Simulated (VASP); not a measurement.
# Cu (Fm-3m) in VASP: notebook, part 2 of 2

VASP 6.6.1.

## Step 3: Relaxation of cell and atoms, LDA, target pressure 30 GPa, at which the enthalpy is minimised

File INCAR:

```
  ALGO = Normal
  EDIFF = 1E-7
  EDIFFG = -0.03
  ENCUT = 600
  GGA_COMPAT = False
  IBRION = 2
  ISIF = 3
  ISMEAR = 0
  LASPH = True
  LCHARG = False
  LREAL = False
  LWAVE = False
  NELM = 120
  NELMIN = 4
  NSW = 80
  PREC = Accurate
  PSTRESS = 300.0
  SIGMA = 0.1
```

File KPOINTS:

```
k-points
0
Gamma
  11 11 11
```

File POSCAR:

```
Cu
1.0
    0.0000000000      1.8100000000      1.8100000000
    1.8100000000      0.0000000000      1.8100000000
    1.8100000000      1.8100000000      0.0000000000
Cu
1
Direct
    0.0000000000      0.0000000000      0.0000000000
```

Potentials or basis: VASP PAW LDA potentials, release 64 (Cu).

Started as:

```
$ cat potpaw_LDA.64/Cu/POTCAR > POTCAR
$ mpirun -np 1 vasp_std > vasp.out
```

OUTCAR:

```text
EDIFF = 1E-7
   EDIFFG = -0.03
   ENCUT = 600
   IBRION = 2
   ISIF = 3
   ISMEAR = 0
   LASPH = True
   LREAL = False
   NELM = 120
   NELMIN = 4
   NSW = 80
   PREC = Accurate
   PSTRESS = 300.0

 ion  position               nearest neighbor table
   1  0.000  0.000  0.000-

  LATTYP: Found a face centered cubic cell.
 ALAT       =     3.6200000000

  Lattice vectors:

 A1 = (   0.0000000000,   1.8100000000,   1.8100000000)
 A2 = (   1.8100000000,   0.0000000000,   1.8100000000)
 A3 = (   1.8100000000,   1.8100000000,   0.0000000000)

Analysis of symmetry for initial positions (statically):
=====================================================================
 Subroutine PRICEL returns:
 Original cell was already a primitive cell.

 Routine SETGRP: Setting up the symmetry group for a
 face centered cubic supercell.

 Subroutine GETGRP returns: Found 48 space group operations
 (whereof 48 operations were pure point group operations)
 out of a pool of 48 trial point group operations.

The static configuration has the point symmetry O_h .

Analysis of symmetry for dynamics (positions and initial velocities):
=====================================================================
 Subroutine PRICEL returns:
 Original cell was already a primitive cell.

 Routine SETGRP: Setting up the symmetry group for a
 face centered cubic supercell.

 Subroutine GETGRP returns: Found 48 space group operations
 (whereof 48 operations were pure point group operations)
 out of a pool of 48 trial point group operations.

The dynamic configuration has the point symmetry O_h .

 Subroutine INISYM returns: Found 48 space group operations
 (whereof 48 operations are pure point group operations),
 and found     1 'primitive' translations

----------------------------------------------------------------------------------------
[... 114 lines left out ...]
  Thomas-Fermi vector in A             =   2.694299
   LORBIT       =      0    0 simple, 1 ext, 2 COOP (PROOUT), +10 PAW based schemes
   GGA     = CA    functional components
   LHFCALC =     F    Hartree Fock is set to
   AEXX    =    0.0000 exact exchange contribution
   IVDW    =     0    specifies the selected vdW correction
   LEPSILON=     F    determine dielectric tensor
   LRPA    =     F    only Hartree local field effects (RPA)
 conjugate gradient relaxation of ions
 non-spin polarized calculation
 Gauss-broadening in eV      SIGMA  =   0.10
  energy-cutoff  :      600.00
  volume of cell :       11.86
 maximum number of plane-waves:       411
   NGX = 11   NGY = 11   NGZ = 11

--------------------------------------- Ionic step        1  -------------------------------------------

 number of electron      11.0000000 magnetization

 Free energy of the ion-electron system (eV)
  ---------------------------------------------------
  ext. energy  EPLUGINS =         0.00000000
  ---------------------------------------------------
  free energy    TOTEN  =        -4.67541344 eV

  energy without entropy =       -4.67478076  energy(sigma->0) =       -4.67509710

------------------------ aborting loop because EDIFF is reached ----------------------------------------

  FORCE on cell =-STRESS in cart. coord.  units (eV):
  Direction    XX          YY          ZZ          XY          YZ          ZX
  --------------------------------------------------------------------------------------
  -------------------------------------------------------------------------------------
  Total       -0.9227437     -0.9227437     -0.9227437      0.0000000      0.0000000      0.0000000
  in kB     -124.6596683   -124.6596683   -124.6596683      0.0000000      0.0000000      0.0000000
  external PRESSURE =    -424.6596683 kB  Pullay stress =     300.0000000 kB
[... 61 lines left out ...]
--------------------------------------- Ionic step        3  -------------------------------------------

 number of electron      11.0000011 magnetization

 E-fermi :   9.9483     XC(G=0): -14.2023

 val. band max:        9.8667130277   @ k =   0.4545   0.2727   0.0000
 cond. band min:      10.0230347873   @ k =   0.4545   0.3636   0.0000
 fundamental gap:      0.1563217596
 Fermi energy:         9.9482750562

 k-point     1 :       0.0000    0.0000    0.0000
  band No.  band energies     occupation
      1      -0.9675      2.00000
      2       6.1550      2.00000
      3       6.1550      2.00000
      4       6.1550      2.00000
      5       7.2643      2.00000
      6       7.2643      2.00000
      7      33.9415      0.00000
      8      37.9113      0.00000
      9      37.9113      0.00000
[... 349 lines left out ...]
--------------------------------------- Ionic step        5  -------------------------------------------

 number of electron      11.0000010 magnetization

 Free energy of the ion-electron system (eV)
  ---------------------------------------------------
  ext. energy  EPLUGINS =         0.00000000
  ---------------------------------------------------
  free energy    TOTEN  =        -4.61284616 eV

  energy without entropy =       -4.61167253  energy(sigma->0) =       -4.61225935

 E-fermi :  10.1935     XC(G=0): -14.3005

 val. band max:       10.1160751947   @ k =   0.4545   0.2727   0.0000
 cond. band min:      10.2644433569   @ k =   0.4545   0.3636   0.0000
 fundamental gap:      0.1483681622
 Fermi energy:        10.1934604318

 k-point     1 :       0.0000    0.0000    0.0000
  band No.  band energies     occupation
      1      -0.8626      2.00000
      2       6.3349      2.00000
      3       6.3349      2.00000
      4       6.3349      2.00000
      5       7.4714      2.00000
      6       7.4714      2.00000
      7      34.2982      0.00000
      8      38.4031      0.00000
      9      38.4031      0.00000
[... 308 lines left out ...]
  energy  without entropy=       -4.6116725299  energy(sigma->0) =       -4.61225935

  enthalpy is  TOTEN    =        -2.7982063401 eV   P V=        1.8146398210

 reached required accuracy - stopping structural energy minimisation
```

Run time: 15 s. Hardware: 1 thread of Intel Xeon Platinum 8488C (Sapphire Rapids), shared host; peak memory 0.13 GiB.

Results:

* Free energy: -4.6128 eV
* Relaxed volume: 9.69 Å³/atom
* Relaxed cell: a = 2.393 Å, b = 2.393 Å, c = 2.393 Å, α = 60.00°, β = 60.00°, γ = 60.00°
* Space group after relaxing (to 0.1 Å): Fm-3m (No. 225)
* Energy change on relaxing (the run minimises the enthalpy): +62.6 meV/atom
* Ionic steps: 5
* Pressure after relaxing: 30.0 GPa
* Band gap on the k mesh: zero (an odd number of electrons rules out a gap without spin polarisation)

Step by step:
```
step  energy change (eV)  largest force (eV/Å)  pressure (GPa)  volume (Å³)
   1              0.0000                0.0000          -12.47        11.86
   2              1.5886                0.0000          212.29         7.24
   3              0.0362                0.0000           25.06         9.84
   4              0.0532                0.0000           28.30         9.74
   5              0.0626                0.0000           30.04         9.69
```

Final structure:
```cif
data_structure
_symmetry_space_group_name_H-M 'P 1'
_symmetry_Int_Tables_number 1
_cell_length_a 2.3931
_cell_length_b 2.3931
_cell_length_c 2.3931
_cell_angle_alpha 60.000
_cell_angle_beta 60.000
_cell_angle_gamma 60.000
_cell_volume 9.69
loop_
_atom_site_label
_atom_site_type_symbol
_atom_site_fract_x
_atom_site_fract_y
_atom_site_fract_z
_atom_site_occupancy
Cu1 Cu 0.00000 0.00000 0.00000 1
```

Caveat: the cell is relaxed towards a set pressure, so the run minimises the enthalpy, not the energy; the volume moved by over 15 % at a fixed basis, so the end points are rough.

## Step 4: Relaxation of cell and atoms, LDA, target pressure 45 GPa, at which the enthalpy is minimised

File INCAR:

```
PREC = Accurate
ENCUT = 600
EDIFF = 1E-7
ISMEAR = 0
SIGMA = 0.1
LREAL = F
LASPH = T
NELM = 120
ALGO = Normal
ISIF = 3
LWAVE = F
LCHARG = F
IBRION = 2
NSW = 80
EDIFFG = -0.03
PSTRESS = 450.0
GGA_COMPAT = F
NELMIN = 4
```

File KPOINTS:

```
regular mesh
0
Gamma
  11 11 11
```

POSCAR is that of step 3.

Started as:

```
$ cat potpaw_LDA.64/Cu/POTCAR > POTCAR
$ mpirun -np 1 vasp_std > vasp.out
```

It took 15 s on 1 thread of Intel Xeon Platinum 8488C (Sapphire Rapids), shared host; peak memory 0.13 GiB.

It converged, with:

| Property | Result |
| --- | --- |
| Free energy | -4.5201 eV |
| Relaxed volume | 9.29 Å³/atom |
| Relaxed cell | a = 2.360 Å, b = 2.360 Å, c = 2.360 Å, α = 60.00°, β = 60.00°, γ = 60.00° |
| Space group after relaxing (to 0.1 Å) | Fm-3m (No. 225) |
| Energy change on relaxing (the run minimises the enthalpy) | +155.3 meV/atom |
| Ionic steps | 5 |
| Pressure after relaxing | 45.0 GPa |
| Band gap on the k mesh | zero (an odd number of electrons rules out a gap without spin polarisation) |

Step by step:
```
step  energy change (eV)  largest force (eV/Å)  pressure (GPa)  volume (Å³)
   1              0.0000                0.0000          -12.47        11.86
   2              4.2981                0.0000          505.22         5.95
   3              0.0817                0.0000           33.28         9.59
   4              0.1194                0.0000           39.54         9.43
   5              0.1553                0.0000           45.05         9.29
```

Final structure:
```
CELL_PARAMETERS angstrom
0.00000 1.66865 1.66865
1.66865 0.00000 1.66865
1.66865 1.66865 0.00000
ATOMIC_POSITIONS crystal
Cu 0.00000 0.00000 0.00000
```

Levels at points of the mesh, in eV from the Fermi level:
| k point | band 3 | band 4 | band 5 | band 6 | band 7 | band 8 | band 9 |
| --- | --- | --- | --- | --- | --- | --- | --- |
| (0.00, 0.00, 0.00) | -4.04 | -4.04 | -2.83 | -2.83 | 24.40 | 28.87 | 28.87 |

Caveat: the cell is relaxed towards a set pressure, so the run minimises the enthalpy, not the energy; the volume moved by over 15 % at a fixed basis, so the end points are rough.

## Step 5: Overview

```tsv
cell	gap on the mesh (eV)	pressure (GPa)
relaxed to 15 GPa	none	14.7
relaxed to 30 GPa	none	30.0
relaxed to 45 GPa	none	45.0
```

Alike in all rows: task relaxation of cell and atoms; level LDA; potentials or basis VASP PAW LDA potentials, release 64 (Cu); no spin polarisation; k mesh 11 × 11 × 11; cutoff (eV) 600; smearing gaussian 0.1 eV.

Caveats: the cell is relaxed towards a set pressure, so the run minimises the enthalpy, not the energy; the volume moved by over 15 % at a fixed basis, so the end points are rough (at least some runs).

Total energies depend on the potentials used, so only differences within one code and one set of settings carry meaning.

The gap in the log of VASP goes by the Fermi energy; the results here count the filled bands.